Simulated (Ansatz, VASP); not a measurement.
## Se in VASP and in Ansatz

Contents of INCAR:

```
SYSTEM = Se
ALGO     = Normal         ! electronic algorithm
EDIFF    = 1E-8           ! SCF threshold, eV
ENCUT    = 520            ! plane-wave cutoff, eV
GGA      = PS             ! functional
ISIF     = 2              ! what is computed and relaxed
ISMEAR   = -1             ! smearing method
LASPH    = .TRUE.         ! aspherical terms in the spheres
LCHARG   = .FALSE.        ! write CHGCAR
LEFG     = .TRUE.       
LREAL    = .FALSE.        ! projectors in reciprocal space
LWAVE    = .FALSE.        ! write WAVECAR
NBANDS   = 27             ! bands
NELM     = 100            ! most SCF steps
PREC     = Accurate       ! precision mode
SIGMA    = 0.01           ! smearing width, eV
```

The input KPOINTS:

```
k-points
0
G
  6 6 6
  0 0 0
```

The input POSCAR:

```
Se
1.0
    5.6809998619      3.2799267995      1.4615667000
   -5.6809998619      3.2799267995      1.4615667000
    0.0000000000     -6.5598535991      1.4615667000
Se
6
Direct
    0.2806600000      0.1625100000      0.9181800000
    0.9181800000      0.2806600000      0.1625100000
    0.1625100000      0.9181800000      0.2806600000
    0.7193400000      0.8374900000      0.0818200000
    0.0818200000      0.7193400000      0.8374900000
    0.8374900000      0.0818200000      0.7193400000
```

Input for Ansatz:

```yaml
crystal:
  lattice:
    - [5.6809998619, 3.2799267995, 1.4615667]
    - [-5.6809998619, 3.2799267995, 1.4615667]
    - [0.0, -6.5598535991, 1.4615667]
  atoms:
    - { symbol: Se, position: [0.28066, 0.16251, 0.91818] }
    - { symbol: Se, position: [0.91818, 0.28066, 0.16251] }
    - { symbol: Se, position: [0.16251, 0.91818, 0.28066] }
    - { symbol: Se, position: [0.71934, 0.83749, 0.08182] }
    - { symbol: Se, position: [0.08182, 0.71934, 0.83749] }
    - { symbol: Se, position: [0.83749, 0.08182, 0.71934] }
kpoints:
  mp_grid: { grid: [6, 6, 6] }
scf:
  occupations: { method: fermi_dirac, width: 0.01 }
hamiltonian:
  xc: pbesol
  pseudopotentials: { kind: all_electron, datasets: crystal }
output:
  forces: true
  stress: true
  eigenvalues: true
  efg: { contact_densities: true }
```

Change from the starting cell: zz strain of -1 %, crystal datasets.

Alike in both runs: task electric field gradients; functional PBEsol; k mesh 6 × 6 × 6; occupations fermi-dirac, width 0.01 eV; no spin polarisation.

|  | VASP | Ansatz |
| --- | --- | --- |
| version | VASP 6.6.1 | Ansatz 0.2.0 |
| potentials or method | VASP PAW PBE potentials, release 64 (Se), cutoff 520 eV | all-electron PAW with datasets made for the crystal, scalar-relativistic |

|  | VASP | Ansatz | Ansatz less VASP |
| --- | --- | --- | --- |
| gap on the k mesh at the Fermi level (eV) | 1.08 | 1.09 | +0.012 |
| pressure (GPa) | 0.6 | 0.4 | -0.21 |
| traceless stress, the component that is largest in VASP (GPa) | 0.07 | 0.15 | +0.078 |
| rms of the force components (eV/Å) | 0.265 | 0.233 | -0.0323 |
| size of Vzz on the site where it differs most (V/Å²) | 541.1 | 565.8 | +24.68 |

VASP's potentials were made for PBE, not for PBEsol. Atom by atom the forces differ by 0.033 eV/Å (rms over components). Ansatz ran all-electron here, and VASP with PAW potentials.
